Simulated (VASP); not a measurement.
# SnO (P1) in VASP: a series of runs

The runs below take SnO through single point, with LDA.

Program: VASP 6.6.1. These are calculated values, not measurements. Logs are shortened: lines on timing, memory, paths and dates and some standing lists are left out, and cuts for length are marked.

**1. The cell of the first run**

The typed cell holds 4 atoms: a = 3.355 Å, b = 5.674 Å, c = 4.222 Å, α = 90.00°, β = 90.00°, γ = 90.00°.

**2. Single point, LDA**

INCAR

```
SYSTEM = SnO
PREC = Accurate
ENCUT = 1340
EDIFF = 1E-6
ISMEAR = 0
SIGMA = 0.01
LREAL = .FALSE.
LASPH = .TRUE.
NELM = 120
ALGO = Normal
ISIF = 2
LWAVE = .FALSE.
LCHARG = .TRUE.
GGA = CA
LELF = .TRUE.
LVHAR = .TRUE.
NBANDS = 28
GGA_COMPAT = .FALSE.
```

KPOINTS

```
Automatic mesh
0
G
  4 3 3
  0 0 0
```

POSCAR

```
SnO
1.0
    3.3550050000      0.0000000000      0.0000000000
    0.0000000000      5.6741040000      0.0000000000
    0.0000000000      0.0000000000      4.2219700000
Sn O
2 2
Direct
    0.0056365416      0.1980876592      0.5008477190
    0.4903811636      0.7556597819      0.0029662200
   -0.0032075017      0.8681814101      0.7277137397
    0.4931875347      0.0879348105      0.2216034617
```

Potentials or basis: VASP PAW LDA potentials, release 64 (Sn_d, O_h).

Command:

```console
cat potpaw_LDA.64/Sn_d/POTCAR potpaw_LDA.64/O_h/POTCAR > POTCAR
mpirun -np 1 vasp_std > vasp.out
```

OUTCAR:

```text
SYSTEM = SnO
   PREC = Accurate
   ENCUT = 1340
   EDIFF = 1E-6
   ISMEAR = 0
   LREAL = .FALSE.
   LASPH = .TRUE.
   NELM = 120
   ISIF = 2
   GGA = CA

 ion  position               nearest neighbor table
   1  0.006  0.198  0.501-   3 2.10   4 2.11   4 2.18   2 3.66   2 3.67   2 3.70   2 3.71
   2  0.490  0.756  0.003-   4 2.10   3 2.12   3 2.16   1 3.66   1 3.67   1 3.70   1 3.71
   3  0.997  0.868  0.728-   1 2.10   2 2.12   2 2.16
   4  0.493  0.088  0.222-   2 2.10   1 2.11   1 2.18

  LATTYP: Found a simple orthorhombic cell.
 ALAT       =     3.3550050000
 B/A-ratio  =     1.2584094510
 C/A-ratio  =     1.6912356315

  Lattice vectors:

 A1 = (  -3.3550050000,   0.0000000000,   0.0000000000)
 A2 = (   0.0000000000,   0.0000000000,   4.2219700000)
 A3 = (   0.0000000000,   5.6741040000,   0.0000000000)

Analysis of symmetry for initial positions (statically):
=====================================================================
 Subroutine PRICEL returns:
 Original cell was already a primitive cell.

 Routine SETGRP: Setting up the symmetry group for a
 simple orthorhombic supercell.

 Subroutine GETGRP returns: Found  1 space group operations
 (whereof  1 operations were pure point group operations)
 out of a pool of  8 trial point group operations.

The static configuration has the point symmetry C_1 .

Analysis of symmetry for dynamics (positions and initial velocities):
=====================================================================
 Subroutine PRICEL returns:
 Original cell was already a primitive cell.

 Routine SETGRP: Setting up the symmetry group for a
 simple orthorhombic supercell.

 Subroutine GETGRP returns: Found  1 space group operations
 (whereof  1 operations were pure point group operations)
 out of a pool of  8 trial point group operations.

The dynamic configuration has the point symmetry C_1 .

 Subroutine INISYM returns: Found  1 space group operations
 (whereof  1 operations are pure point group operations),
 and found     1 'primitive' translations

----------------------------------------------------------------------------------------

                                     Primitive cell

  volume of cell :      80.3722

  direct lattice vectors                    reciprocal lattice vectors
     3.355005000  0.000000000  0.000000000     0.298062149  0.000000000  0.000000000
     0.000000000  5.674104000  0.000000000     0.000000000  0.176239279  0.000000000
     0.000000000  0.000000000  4.221970000     0.000000000  0.000000000  0.236856254

  length of vectors
     3.355005000  5.674104000  4.221970000     0.298062149  0.176239279  0.236856254

  position of ions in fractional coordinates (direct lattice)
     0.005636542  0.198087659  0.500847719
     0.490381164  0.755659782  0.002966220
     0.996792498  0.868181410  0.727713740
     0.493187535  0.087934811  0.221603462

  ion indices of the primitive-cell ions
   primitive index   ion index
                 1           1
                 2           2
                 3           3
                 4           4

----------------------------------------------------------------------------------------

 KPOINTS: Automatic mesh

Automatic generation of k-mesh.
 Grid dimensions read from file:
 generate k-points for:    4    3    3

 Generating k-lattice:

  Cartesian coordinates                     Fractional coordinates (reciprocal lattice)
     0.074515537  0.000000000  0.000000000     0.250000000  0.000000000  0.000000000
     0.000000000  0.058746426  0.000000000     0.000000000  0.333333333  0.000000000
     0.000000000  0.000000000  0.078952085     0.000000000  0.000000000  0.333333333

  Length of vectors
     0.074515537  0.058746426  0.078952085

  Shift w.r.t. Gamma in fractional coordinates (k-lattice)
     0.000000000  0.000000000  0.000000000

 Subroutine IBZKPT returns following result:
 ===========================================

 Found     19 irreducible k-points:

 Following reciprocal coordinates:
            Coordinates               Weight
  0.000000  0.000000  0.000000      1.000000
  0.250000  0.000000  0.000000      2.000000
  0.500000  0.000000  0.000000      1.000000
  0.000000  0.333333  0.000000      2.000000
  0.250000  0.333333  0.000000      2.000000
  0.250000 -0.333333  0.000000      2.000000
[... 11 lines left out ...]
  0.500000  0.333333  0.333333      2.000000
  0.500000 -0.333333  0.333333      2.000000
   k-points           NKPTS =     19   k-points in BZ     NKDIM =     19   number of bands    NBANDS=     28
   number of dos      NEDOS =    301   number of ions     NIONS =      4
   total plane-waves  NPLWV = 140000
   dimension x,y,z NGX =    40 NGY =   70 NGZ =   50
   dimension x,y,z NGXF=    80 NGYF=  140 NGZF=  100
   ions per type =               2   2
   NGX,Y,Z   is equivalent  to a cutoff of  19.82, 20.51, 19.69 a.u.
   NGXF,Y,Z  is equivalent  to a cutoff of  39.64, 41.02, 39.38 a.u.
 SYSTEM =  SnO
   PREC   = accura    normal or accurate (medium, high low for compatibility)
   ISTART =      0    job   : 0-new  1-cont  2-samecut
   ICHARG =      2    charge: 1-file 2-atom 10-const
   ISPIN  =      1    spin polarized calculation?
   LNONCOLLINEAR =      F non collinear calculations
   LSORBIT =      F    spin-orbit coupling
   LASPH  =      T    aspherical Exc in radial PAW
   ENCUT  = 1340.0 eV  98.49 Ry    9.92 a.u.  10.01 16.94 12.60*2*pi/ulx,y,z
   NELM   =    120;   NELMIN=  2; NELMDL= -5     # of ELM steps
   EDIFF  = 0.1E-05   stopping-criterion for ELM
   LREAL  =      F    real-space projection
   EDIFFG = 0.1E-04   stopping-criterion for IOM
   NSW    =      0    number of steps for IOM
   IBRION =     -1    ionic relax: 0-MD 1-quasi-New 2-CG
   NFREE  =      0    steps in history (QN), initial steepest desc. (CG)
   ISIF   =      2    stress and relaxation
   ISYM   =      2    0-nonsym 1-usesym 2-fastsym
   POTIM  = 0.5000    time-step for ionic-motion
   TEBEG  =    0.0;   TEEND  =   0.0 temperature during run
   PSTRESS=    0.0 pullay stress
   NELECT =      40.0000    total number of electrons
   NUPDOWN=      -1.0000    fix difference up-down
   EMIN   =  10.00;   EMAX   =-10.00  energy-range for DOS
   EFERMI =   0.00;   METHOD = LEGACY
   ISMEAR =     0;   SIGMA  =   0.01  broadening in eV -4-tet -1-fermi 0-gaus
   EFERMI_NEDOS =   21; number of points for ismear=-14 and -15
   IALGO  =     38    algorithm
   IMIX   =      4    mixing-type and parameters
     AMIX     =   0.40;   BMIX     =  1.00
     AMIX_MAG =   1.60;   BMIX_MAG =  1.00
  volume/ion in A,a.u.               =      20.09       135.59
  Fermi-wavevector in a.u.,A,eV,Ry     =   1.297357  2.451650 22.900458  1.683136
  Thomas-Fermi vector in A             =   2.428755
   LORBIT       =      0    0 simple, 1 ext, 2 COOP (PROOUT), +10 PAW based schemes
   GGA     = CA    functional components
   LHFCALC =     F    Hartree Fock is set to
   AEXX    =    0.0000 exact exchange contribution
   IVDW    =     0    specifies the selected vdW correction
   LEPSILON=     F    determine dielectric tensor
   LRPA    =     F    only Hartree local field effects (RPA)
 non-spin polarized calculation
 Gauss-broadening in eV      SIGMA  =   0.01
  energy-cutoff  :     1340.00
  volume of cell :       80.37
 maximum number of plane-waves:      8988
   NGX = 21   NGY = 33   NGZ = 25

 number of electron      40.0000000 magnetization

 Free energy of the ion-electron system (eV)
  ---------------------------------------------------
  ext. energy  EPLUGINS =         0.00000000
  ---------------------------------------------------
  free energy    TOTEN  =       -25.21144668 eV

  energy without entropy =      -25.21144668  energy(sigma->0) =      -25.21144668

 E-fermi :   4.8552     XC(G=0):  -9.9296

 val. band max:        4.7590090548   @ k =   0.0000   0.0000   0.0000
 cond. band min:       6.5076188362   @ k =   0.0000   0.3333   0.3333
 fundamental gap:      1.7486097814
 Fermi energy:         4.8551757139

 k-point     1 :       0.0000    0.0000    0.0000
  band No.  band energies     occupation
      1     -16.4358      2.00000
      2     -16.0181      2.00000
      3     -15.9362      2.00000
      4     -15.9158      2.00000
      5     -15.8883      2.00000
      6     -15.8499      2.00000
[... 20 lines left out ...]
     27      13.4521      0.00000
     28      13.9068      0.00000

 k-point     2 :       0.2500    0.0000    0.0000
  band No.  band energies     occupation
      1     -16.4209      2.00000
      2     -16.1480      2.00000
      3     -15.9193      2.00000
      4     -15.9012      2.00000
      5     -15.8918      2.00000
      6     -15.8465      2.00000
[... 20 lines left out ...]
     27      13.0405      0.00000
     28      14.1794      0.00000

 k-point     3 :       0.5000    0.0000    0.0000
  band No.  band energies     occupation
      1     -16.3853      2.00000
      2     -16.3653      2.00000
      3     -15.8941      2.00000
      4     -15.8847      2.00000
      5     -15.8558      2.00000
      6     -15.8507      2.00000
[... 20 lines left out ...]
     27      14.1076      0.00000
     28      14.1694      0.00000

 k-point     4 :       0.0000    0.3333    0.0000
  band No.  band energies     occupation
      1     -16.4312      2.00000
      2     -16.0205      2.00000
      3     -15.9325      2.00000
      4     -15.9141      2.00000
      5     -15.8899      2.00000
      6     -15.8540      2.00000
[... 20 lines left out ...]
     27      13.9855      0.00000
     28      14.4170      0.00000

 k-point     5 :       0.2500    0.3333    0.0000
  band No.  band energies     occupation
      1     -16.4204      2.00000
      2     -16.1495      2.00000
      3     -15.9216      2.00000
      4     -15.8979      2.00000
      5     -15.8896      2.00000
      6     -15.8472      2.00000
[... 20 lines left out ...]
     27      13.4469      0.00000
     28      14.4219      0.00000

 k-point     6 :       0.2500   -0.3333    0.0000
  band No.  band energies     occupation
      1     -16.4203      2.00000
      2     -16.1494      2.00000
      3     -15.9211      2.00000
      4     -15.8980      2.00000
      5     -15.8898      2.00000
      6     -15.8477      2.00000
[... 308 lines left out ...]
      5     -15.8748      2.00000
      6     -15.8609      2.00000
[... 20 lines left out ...]
     27      14.4346      0.00000
     28      14.9807      0.00000

 k-point    17 :      -0.2500    0.3333   -0.3333
  band No.  band energies     occupation
      1     -16.3770      2.00000
      2     -16.2407      2.00000
      3     -15.9250      2.00000
      4     -15.9136      2.00000
      5     -15.8753      2.00000
      6     -15.8599      2.00000
[... 20 lines left out ...]
     27      14.4225      0.00000
     28      14.9904      0.00000

 k-point    18 :       0.5000    0.3333    0.3333
  band No.  band energies     occupation
      1     -16.4002      2.00000
      2     -16.3884      2.00000
      3     -15.9131      2.00000
      4     -15.9089      2.00000
      5     -15.8340      2.00000
      6     -15.8315      2.00000
[... 20 lines left out ...]
     27      13.6436      0.00000
     28      14.4882      0.00000

 k-point    19 :       0.5000   -0.3333    0.3333
  band No.  band energies     occupation
      1     -16.4005      2.00000
      2     -16.3881      2.00000
      3     -15.9125      2.00000
      4     -15.9093      2.00000
      5     -15.8354      2.00000
      6     -15.8308      2.00000
[... 20 lines left out ...]
     27      13.7145      0.00000
     28      14.5176      0.00000

------------------------ aborting loop because EDIFF is reached ----------------------------------------

  FORCE on cell =-STRESS in cart. coord.  units (eV):
  Direction    XX          YY          ZZ          XY          YZ          ZX
  --------------------------------------------------------------------------------------
  -------------------------------------------------------------------------------------
  Total       -1.8338553     -0.1454363     -1.0887945     -0.2709918      0.0963388     -0.1040729
  in kB      -36.5569565     -2.8991967    -21.7045563     -5.4020824      1.9204650     -2.0746392
  external PRESSURE =     -20.3869032 kB  Pullay stress =       0.0000000 kB

 VOLUME and BASIS-vectors are now :
 -----------------------------------------------------------------------------
  energy-cutoff  :     1340.00
  volume of cell :       80.37
      direct lattice vectors                 reciprocal lattice vectors
     3.355005000  0.000000000  0.000000000     0.298062149  0.000000000  0.000000000
     0.000000000  5.674104000  0.000000000     0.000000000  0.176239279  0.000000000
     0.000000000  0.000000000  4.221970000     0.000000000  0.000000000  0.236856254

 POSITION                                       TOTAL-FORCE (eV/Angst)
 -----------------------------------------------------------------------------------
      0.01891      1.12397      2.11456        -0.248557      0.345425     -0.026566
      1.64523      4.28769      0.01252         0.136064     -0.311856     -0.047390
      3.34424      4.92615      3.07239        -0.104880      0.153787     -0.030011
      1.65465      0.49895      0.93560         0.217374     -0.187356      0.103967
 -----------------------------------------------------------------------------------
    total drift:                               -0.000066     -0.000093      0.000314

  FREE ENERGIE OF THE ION-ELECTRON SYSTEM (eV)
  ---------------------------------------------------
  free  energy   TOTEN  =       -25.2114466798 eV

  energy  without entropy=      -25.2114466798  energy(sigma->0) =      -25.21144668
```

It took 98 s on 1 thread of Intel Xeon Platinum 8375C at 2.90GHz (Ice Lake), shared host; peak memory 0.37 GiB.

What came out:

| Item | Value |
| --- | --- |
| Free energy | -25.2114 eV |
| Pressure | -2.0 GPa |
| Largest force | 0.426 eV/Å |
| Band gap on the k mesh | 1.75 eV (least direct gap 2.37 eV) |

Forces on the atoms (eV/Å):
```
Sn  -0.249  0.345 -0.027
Sn   0.136 -0.312 -0.047
O   -0.105  0.154 -0.030
O    0.217 -0.187  0.104
```

Caveat: the k points lie up to 0.50 Å⁻¹ apart; spin-orbit coupling is left out, which moves the levels of the heavy elements. A k mesh can miss the band edges.

**3. Single point, LDA**

INCAR

```
ALGO = Normal ; EDIFF = 1E-6
ENCUT = 1340 ; GGA = CA
GGA_COMPAT = F ; ISIF = 2
ISMEAR = 0 ; LASPH = T
LCHARG = F ; LREAL = F
LWAVE = F ; NBANDS = 28
NELM = 120 ; PREC = Accurate
SIGMA = 0.01
```

KPOINTS

```
k-points
0
Gamma
  4 3 3
```

POSCAR

```
SnO
1.0
    3.3550050000      0.0000000000      0.0000000000
    0.0000000000      5.6741040000      0.0000000000
    0.0000000000      0.0000000000      4.2219700000
Sn O
2 2
Direct
    0.0063770854      0.1983429887      0.5024892343
    0.4909398422      0.7571690498      0.0047196662
   -0.0053078802      0.8658832574      0.7288792653
    0.4939886837      0.0884684070      0.2170431373
```

Potentials or basis: VASP PAW LDA potentials, release 64 (Sn_d, O_h).

Command:

```console
cat potpaw_LDA.64/Sn_d/POTCAR potpaw_LDA.64/O_h/POTCAR > POTCAR
mpirun -np 1 vasp_std > vasp.out
```

Wall time 58 s (1 thread of Intel Xeon 6975P-C (Granite Rapids), shared host); peak memory 0.37 GiB.

Results (log left out):

- Free energy: -25.2008 eV
- Pressure: -2.1 GPa
- Largest force: 0.502 eV/Å
- Band gap on the k mesh: 1.77 eV (least direct gap 2.31 eV)

Forces on the atoms (eV/Å):
```
Sn  -0.231  0.212 -0.106
Sn   0.093 -0.490 -0.048
O   -0.041  0.291 -0.143
O    0.178 -0.013  0.297
```

Stress tensor (GPa, compression positive):
```
-3.84 -0.51 -0.24
-0.51 -0.14  0.41
-0.24  0.41 -2.38
```

Levels at points of the mesh, in eV from the valence-band top:
| k point | band 17 | band 18 | band 19 | band 20 | band 21 | band 22 | band 23 | band 24 |
| --- | --- | --- | --- | --- | --- | --- | --- | --- |
| (0.00, 0.00, 0.00) | -3.73 | -2.86 | -2.25 | 0.00 | 2.70 | 3.13 | 5.86 | 6.00 |
| (0.50, 0.00, 0.00) | -2.85 | -2.79 | -1.12 | -1.01 | 2.40 | 2.59 | 5.62 | 5.75 |

Caveat: the k points lie up to 0.50 Å⁻¹ apart; spin-orbit coupling is left out, which moves the levels of the heavy elements.
